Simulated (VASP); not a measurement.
# Ca3Sb4 (Pm-3m) in VASP: notebook

The runs below take Ca3Sb4 through single point, relaxation of cell and atoms, with PBE.

All numbers are computed with VASP 6.6.1; they aren't measurements. Logs are shortened: lines on timing, memory, paths and dates and some standing lists are left out, and cuts for length are marked.

## (1) The cell of the first run

Symmetry: Pm-3m, No. 221, cubic system. Conventional cell: a = 6.302 Å, b = 6.302 Å, c = 6.302 Å, α = 90.00°, β = 90.00°, γ = 90.00°. Ca (site symmetry 4/mmm) has 6 Sb at 3.15 Å within 4.1 Å. Within 4.1 Å of Sb (site symmetry m-3m) lie 6 Ca at 3.15 Å. Sb (site symmetry 4/mmm) has 4 Ca at 3.15 Å within 4.1 Å.

The cell was built from a structure type or drawn by symmetry, and may not be a known phase.

## (2) Single point, PBE

File INCAR:

```
SYSTEM = Ca3Sb4
ALGO     = Normal         ! electronic algorithm
EDIFF    = 1E-6           ! SCF threshold, eV
ENCUT    = 520            ! plane-wave cutoff, eV
GGA      = PE             ! functional
ISIF     = 2              ! what is computed and relaxed
ISMEAR   = 0              ! smearing method
LASPH    = .TRUE.         ! aspherical terms in the spheres
LCHARG   = .FALSE.        ! write CHGCAR
LREAL    = .FALSE.        ! projectors in reciprocal space
LWAVE    = .FALSE.        ! write WAVECAR
NBANDS   = 34             ! bands
NELM     = 100            ! most SCF steps
PREC     = Accurate       ! precision mode
SIGMA    = 0.1            ! smearing width, eV
```

File KPOINTS:

```
k-points
0
G
  6 6 6
  0 0 0
```

File POSCAR:

```
Ca3Sb4
1.0
    6.3018081310      0.0000000000      0.0000000000
    0.0000000000      6.3018081310      0.0000000000
    0.0000000000      0.0000000000      6.3018081310
Ca Sb
3 4
Direct
    0.5000000000      0.5000000000      0.0000000000
    0.0000000000      0.5000000000      0.5000000000
    0.5000000000      0.0000000000      0.5000000000
    0.5000000000      0.5000000000      0.5000000000
    0.5000000000      0.0000000000      0.0000000000
    0.0000000000      0.5000000000      0.0000000000
    0.0000000000      0.0000000000      0.5000000000
```

Potentials or basis: VASP PAW PBE potentials, release 64 (Ca_sv, Sb).

Launch:

```console
$ cat potpaw_PBE.64/Ca_sv/POTCAR potpaw_PBE.64/Sb/POTCAR > POTCAR
$ mpirun -np 1 vasp_std > vasp.out
```

OUTCAR:

```text
SYSTEM = Ca3Sb4
   EDIFF = 1E-6
   ENCUT = 520
   GGA = PE
   ISIF = 2
   ISMEAR = 0
   LASPH = .TRUE.
   LREAL = .FALSE.
   NELM = 100
   PREC = Accurate

 ion  position               nearest neighbor table
   1  0.500  0.500  0.000-   4 3.15   5 3.15   6 3.15   4 3.15   5 3.15   6 3.15
   2  0.000  0.500  0.500-   4 3.15   6 3.15   7 3.15   6 3.15   7 3.15   4 3.15
   3  0.500  0.000  0.500-   4 3.15   5 3.15   7 3.15   5 3.15   4 3.15   7 3.15
   4  0.500  0.500  0.500-   1 3.15   2 3.15   3 3.15   1 3.15   3 3.15   2 3.15
   5  0.500  0.000  0.000-   1 3.15   3 3.15   3 3.15   1 3.15
   6  0.000  0.500  0.000-   1 3.15   2 3.15   2 3.15   1 3.15
   7  0.000  0.000  0.500-   2 3.15   3 3.15   2 3.15   3 3.15

  LATTYP: Found a simple cubic cell.
 ALAT       =     6.3018081310

  Lattice vectors:

 A1 = (   6.3018081310,   0.0000000000,   0.0000000000)
 A2 = (   0.0000000000,   6.3018081310,   0.0000000000)
 A3 = (   0.0000000000,   0.0000000000,   6.3018081310)

Analysis of symmetry for initial positions (statically):
=====================================================================
 Subroutine PRICEL returns:
 Original cell was already a primitive cell.

 Routine SETGRP: Setting up the symmetry group for a
 simple cubic supercell.

 Subroutine GETGRP returns: Found 48 space group operations
 (whereof 48 operations were pure point group operations)
 out of a pool of 48 trial point group operations.

The static configuration has the point symmetry O_h .

Analysis of symmetry for dynamics (positions and initial velocities):
=====================================================================
 Subroutine PRICEL returns:
 Original cell was already a primitive cell.

 Routine SETGRP: Setting up the symmetry group for a
 simple cubic supercell.

 Subroutine GETGRP returns: Found 48 space group operations
 (whereof 48 operations were pure point group operations)
 out of a pool of 48 trial point group operations.

The dynamic configuration has the point symmetry O_h .

 Subroutine INISYM returns: Found 48 space group operations
 (whereof 48 operations are pure point group operations),
 and found     1 'primitive' translations

----------------------------------------------------------------------------------------

                                     Primitive cell

  volume of cell :     250.2624

  direct lattice vectors                    reciprocal lattice vectors
     6.301808131  0.000000000  0.000000000     0.158684615  0.000000000  0.000000000
     0.000000000  6.301808131  0.000000000     0.000000000  0.158684615  0.000000000
     0.000000000  0.000000000  6.301808131     0.000000000  0.000000000  0.158684615

  length of vectors
     6.301808131  6.301808131  6.301808131     0.158684615  0.158684615  0.158684615

  position of ions in fractional coordinates (direct lattice)
     0.500000000  0.500000000  0.000000000
     0.000000000  0.500000000  0.500000000
     0.500000000  0.000000000  0.500000000
     0.500000000  0.500000000  0.500000000
     0.500000000  0.000000000  0.000000000
     0.000000000  0.500000000  0.000000000
     0.000000000  0.000000000  0.500000000

  ion indices of the primitive-cell ions
   primitive index   ion index
                 1           1
                 2           2
                 3           3
                 4           4
                 5           5
                 6           6
                 7           7

----------------------------------------------------------------------------------------

 KPOINTS: k-points

Automatic generation of k-mesh.
 Grid dimensions read from file:
 generate k-points for:    6    6    6

 Generating k-lattice:

  Cartesian coordinates                     Fractional coordinates (reciprocal lattice)
     0.026447436  0.000000000  0.000000000     0.166666667  0.000000000  0.000000000
     0.000000000  0.026447436  0.000000000     0.000000000  0.166666667  0.000000000
     0.000000000  0.000000000  0.026447436     0.000000000  0.000000000  0.166666667

  Length of vectors
     0.026447436  0.026447436  0.026447436

  Shift w.r.t. Gamma in fractional coordinates (k-lattice)
     0.000000000  0.000000000  0.000000000

 Subroutine IBZKPT returns following result:
 ===========================================

 Found     20 irreducible k-points:

 Following reciprocal coordinates:
            Coordinates               Weight
  0.000000  0.000000  0.000000      1.000000
  0.166667  0.000000  0.000000      6.000000
  0.333333  0.000000  0.000000      6.000000
  0.500000  0.000000  0.000000      3.000000
  0.166667  0.166667  0.000000     12.000000
  0.333333  0.166667  0.000000     24.000000
[... 12 lines left out ...]
  0.500000  0.500000  0.333333      6.000000
  0.500000  0.500000  0.500000      1.000000
   k-points           NKPTS =     20   k-points in BZ     NKDIM =     20   number of bands    NBANDS=     34
   number of dos      NEDOS =    301   number of ions     NIONS =      7
   total plane-waves  NPLWV = 110592
   dimension x,y,z NGX =    48 NGY =   48 NGZ =   48
   dimension x,y,z NGXF=    96 NGYF=   96 NGZF=   96
   ions per type =               3   4
   NGX,Y,Z   is equivalent  to a cutoff of  12.66, 12.66, 12.66 a.u.
   NGXF,Y,Z  is equivalent  to a cutoff of  25.33, 25.33, 25.33 a.u.
 SYSTEM =  Ca3Sb4
   PREC   = accura    normal or accurate (medium, high low for compatibility)
   ISTART =      0    job   : 0-new  1-cont  2-samecut
   ICHARG =      2    charge: 1-file 2-atom 10-const
   ISPIN  =      1    spin polarized calculation?
   LNONCOLLINEAR =      F non collinear calculations
   LSORBIT =      F    spin-orbit coupling
   LASPH  =      T    aspherical Exc in radial PAW
   ENCUT  =  520.0 eV  38.22 Ry    6.18 a.u.  11.72 11.72 11.72*2*pi/ulx,y,z
   NELM   =    100;   NELMIN=  2; NELMDL= -5     # of ELM steps
   EDIFF  = 0.1E-05   stopping-criterion for ELM
   LREAL  =      F    real-space projection
   EDIFFG = 0.1E-04   stopping-criterion for IOM
   NSW    =      0    number of steps for IOM
   IBRION =     -1    ionic relax: 0-MD 1-quasi-New 2-CG
   NFREE  =      0    steps in history (QN), initial steepest desc. (CG)
   ISIF   =      2    stress and relaxation
   ISYM   =      2    0-nonsym 1-usesym 2-fastsym
   POTIM  = 0.5000    time-step for ionic-motion
   TEBEG  =    0.0;   TEEND  =   0.0 temperature during run
   PSTRESS=    0.0 pullay stress
   NELECT =      50.0000    total number of electrons
   NUPDOWN=      -1.0000    fix difference up-down
   EMIN   =  10.00;   EMAX   =-10.00  energy-range for DOS
   EFERMI =   0.00;   METHOD = LEGACY
   ISMEAR =     0;   SIGMA  =   0.10  broadening in eV -4-tet -1-fermi 0-gaus
   EFERMI_NEDOS =   21; number of points for ismear=-14 and -15
   IALGO  =     38    algorithm
   IMIX   =      4    mixing-type and parameters
     AMIX     =   0.40;   BMIX     =  1.00
     AMIX_MAG =   1.60;   BMIX_MAG =  1.00
  volume/ion in A,a.u.               =      35.75       241.26
  Fermi-wavevector in a.u.,A,eV,Ry     =   0.957046  1.808555 12.462090  0.915938
  Thomas-Fermi vector in A             =   2.086029
   LORBIT       =      0    0 simple, 1 ext, 2 COOP (PROOUT), +10 PAW based schemes
   GGA     = PE    functional components
   LHFCALC =     F    Hartree Fock is set to
   AEXX    =    0.0000 exact exchange contribution
   IVDW    =     0    specifies the selected vdW correction
   LEPSILON=     F    determine dielectric tensor
   LRPA    =     F    only Hartree local field effects (RPA)
 non-spin polarized calculation
 Gauss-broadening in eV      SIGMA  =   0.10
  energy-cutoff  :      520.00
  volume of cell :      250.26
 maximum number of plane-waves:      6816
 NGX is ok and might be reduce to    48
   NGX = 23   NGY = 23   NGZ = 23

 number of electron      50.0000000 magnetization

 Free energy of the ion-electron system (eV)
  ---------------------------------------------------
  ext. energy  EPLUGINS =         0.00000000
  ---------------------------------------------------
  free energy    TOTEN  =       -24.11033084 eV

  energy without entropy =      -24.05310657  energy(sigma->0) =      -24.08171871

 E-fermi :   2.9618     XC(G=0):  -8.4605

 val. band max:        2.9593981260   @ k =   0.3333   0.1667   0.1667
 cond. band min:       2.9765323821   @ k =   0.3333   0.3333   0.0000
 fundamental gap:      0.0171342560
 Fermi energy:         2.9617709256

 k-point     1 :       0.0000    0.0000    0.0000
  band No.  band energies     occupation
      1     -37.1514      2.00000
      2     -37.1485      2.00000
      3     -37.1485      2.00000
      4     -18.2153      2.00000
      5     -18.2153      2.00000
      6     -18.2153      2.00000
[... 26 lines left out ...]
     33       6.7034      0.00000
     34       6.7044      0.00000

 k-point     2 :       0.1667    0.0000    0.0000
  band No.  band energies     occupation
      1     -37.1512      2.00000
      2     -37.1486      2.00000
      3     -37.1485      2.00000
      4     -18.2141      2.00000
      5     -18.2141      2.00000
      6     -18.2134      2.00000
[... 26 lines left out ...]
     33       6.9392      0.00000
     34       6.9700      0.00000

 k-point     3 :       0.3333    0.0000    0.0000
  band No.  band energies     occupation
      1     -37.1508      2.00000
      2     -37.1491      2.00000
      3     -37.1485      2.00000
      4     -18.2115      2.00000
      5     -18.2115      2.00000
      6     -18.2082      2.00000
[... 26 lines left out ...]
     33       6.9860      0.00000
     34       7.1869      0.00000
[... 556 lines left out ...]
 k-point    19 :       0.5000    0.5000    0.3333
  band No.  band energies     occupation
      1     -37.1495      2.00000
      2     -37.1495      2.00000
      3     -37.1495      2.00000
      4     -18.2326      2.00000
      5     -18.2149      2.00000
      6     -18.2125      2.00000
[... 26 lines left out ...]
     33       7.5410      0.00000
     34       7.7294      0.00000

 k-point    20 :       0.5000    0.5000    0.5000
  band No.  band energies     occupation
      1     -37.1496      2.00000
      2     -37.1496      2.00000
      3     -37.1496      2.00000
      4     -18.2357      2.00000
      5     -18.2149      2.00000
      6     -18.2149      2.00000
[... 26 lines left out ...]
     33       7.7254      0.00000
     34       7.7416      0.00000

------------------------ aborting loop because EDIFF is reached ----------------------------------------

  FORCE on cell =-STRESS in cart. coord.  units (eV):
  Direction    XX          YY          ZZ          XY          YZ          ZX
  --------------------------------------------------------------------------------------
  -------------------------------------------------------------------------------------
  Total        0.1204860      0.1204860      0.1204860     -0.0000000      0.0000000      0.0000000
  in kB        0.7713505      0.7713505      0.7713505     -0.0000000      0.0000000      0.0000000
  external PRESSURE =       0.7713505 kB  Pullay stress =       0.0000000 kB

 VOLUME and BASIS-vectors are now :
 -----------------------------------------------------------------------------
  energy-cutoff  :      520.00
  volume of cell :      250.26
      direct lattice vectors                 reciprocal lattice vectors
     6.301808131  0.000000000  0.000000000     0.158684615  0.000000000  0.000000000
     0.000000000  6.301808131  0.000000000     0.000000000  0.158684615  0.000000000
     0.000000000  0.000000000  6.301808131     0.000000000  0.000000000  0.158684615

 POSITION                                       TOTAL-FORCE (eV/Angst)
 -----------------------------------------------------------------------------------
      3.15090      3.15090      0.00000         0.000000      0.000000      0.000000
      0.00000      3.15090      3.15090         0.000000      0.000000      0.000000
      3.15090      0.00000      3.15090         0.000000      0.000000      0.000000
      3.15090      3.15090      3.15090         0.000000      0.000000      0.000000
      3.15090      0.00000      0.00000         0.000000      0.000000      0.000000
      0.00000      3.15090      0.00000         0.000000      0.000000      0.000000
      0.00000      0.00000      3.15090         0.000000      0.000000      0.000000
 -----------------------------------------------------------------------------------
    total drift:                                0.000000      0.000000     -0.000000

  FREE ENERGIE OF THE ION-ELECTRON SYSTEM (eV)
  ---------------------------------------------------
  free  energy   TOTEN  =       -24.1103308420 eV

  energy  without entropy=      -24.0531065699  energy(sigma->0) =      -24.08171871
```

Wall time 78 s (1 thread of Intel Xeon 6975P-C (Granite Rapids), shared host); peak memory 0.41 GiB.

Results:

```yaml
Free_energy: -24.1103 eV
Pressure: 0.1 GPa
Band_gap_on_the_k_mesh: zero (bands 25 and 26 overlap by 0.62 eV)
```

Levels at points of the mesh, in eV from the Fermi level:
| k point | band 21 | band 22 | band 23 | band 24 | band 25 | band 26 | band 27 | band 28 | band 29 | band 30 |
| --- | --- | --- | --- | --- | --- | --- | --- | --- | --- | --- |
| (0.00, 0.00, 0.00) | -0.08 | -0.08 | 0.12 | 0.12 | 0.12 | 1.43 | 1.43 | 1.43 | 1.98 | 1.98 |
| (0.50, 0.00, 0.00) | -1.27 | -1.19 | -0.99 | -0.16 | 0.44 | 0.44 | 0.53 | 0.53 | 2.26 | 3.20 |
| (0.50, 0.50, 0.00) | -0.91 | -0.73 | -0.73 | -0.52 | -0.23 | -0.17 | -0.17 | 1.19 | 4.17 | 4.27 |
| (0.50, 0.50, 0.50) | -0.31 | -0.31 | -0.31 | -0.17 | -0.17 | -0.17 | 1.04 | 1.04 | 4.29 | 4.47 |

Caveat: spin-orbit coupling is left out, which moves the levels of the heavy elements.

## (3) Relaxation of cell and atoms, PBE

File INCAR:

```
PREC = Accurate ; ENCUT = 600
EDIFF = 1E-6 ; ISMEAR = 0
SIGMA = 0.1 ; LREAL = False
LASPH = True ; NELM = 100
ALGO = Normal ; ISIF = 3
LWAVE = False ; LCHARG = False
GGA = PE ; IBRION = 2
NSW = 100 ; EDIFFG = -0.01
```

File KPOINTS:

```
regular mesh
0
Gamma
  6 6 6
```

POSCAR is that of step 2.

Potentials or basis: VASP PAW PBE potentials, release 64 (Ca_sv, Sb).

Launch:

```console
$ cat potpaw_PBE.64/Ca_sv/POTCAR potpaw_PBE.64/Sb/POTCAR > POTCAR
$ mpirun -np 1 vasp_std > vasp.out
```

It took 2.5 min on 1 thread of Intel Xeon 6975P-C (Granite Rapids), shared host; peak memory 0.46 GiB.

It converged, with:

```yaml
Free_energy: -24.1109 eV
Relaxed_volume: 35.85 Å³/atom
Relaxed_cell: a = 6.308 Å, b = 6.308 Å, c = 6.308 Å, α = 90.00°, β = 90.00°, γ = 90.00°
Space_group_after_relaxing_to_0.1_Å: Pm-3m (No. 221)
Energy_gained_by_relaxing: 0.0 meV/atom
Ionic_steps: 2
Pressure_after_relaxing: 0.0 GPa
Band_gap_on_the_k_mesh: zero (bands 25 and 26 overlap by 0.61 eV)
```

Step by step:
```
step  energy change (eV)  largest force (eV/Å)  pressure (GPa)  volume (Å³)
   1              0.0000                0.0000            0.09       250.26
   2             -0.0002                0.0000            0.01       250.96
```

Final structure:
```
Ca Sb
1.0
     6.30763    0.00000    0.00000
     0.00000    6.30763    0.00000
     0.00000    0.00000    6.30763
Ca Sb
3 4
Cartesian
  3.1538 3.1538 0.0000
  0.0000 3.1538 3.1538
  3.1538 0.0000 3.1538
  3.1538 3.1538 3.1538
  3.1538 0.0000 0.0000
  0.0000 3.1538 0.0000
  0.0000 0.0000 3.1538
```

Levels at points of the mesh, in eV from the Fermi level:
| k point | band 23 | band 24 | band 25 | band 26 | band 27 | band 28 |
| --- | --- | --- | --- | --- | --- | --- |
| (0.00, 0.00, 0.00) | 0.12 | 0.12 | 0.12 | 1.42 | 1.42 | 1.42 |
| (0.50, 0.00, 0.00) | -0.99 | -0.16 | 0.44 | 0.44 | 0.53 | 0.53 |
| (0.50, 0.50, 0.00) | -0.73 | -0.52 | -0.23 | -0.17 | -0.17 | 1.19 |
| (0.50, 0.50, 0.50) | -0.30 | -0.16 | -0.16 | -0.16 | 1.03 | 1.03 |

Caveat: spin-orbit coupling is left out, which moves the levels of the heavy elements.

[end of part 1 of 2]
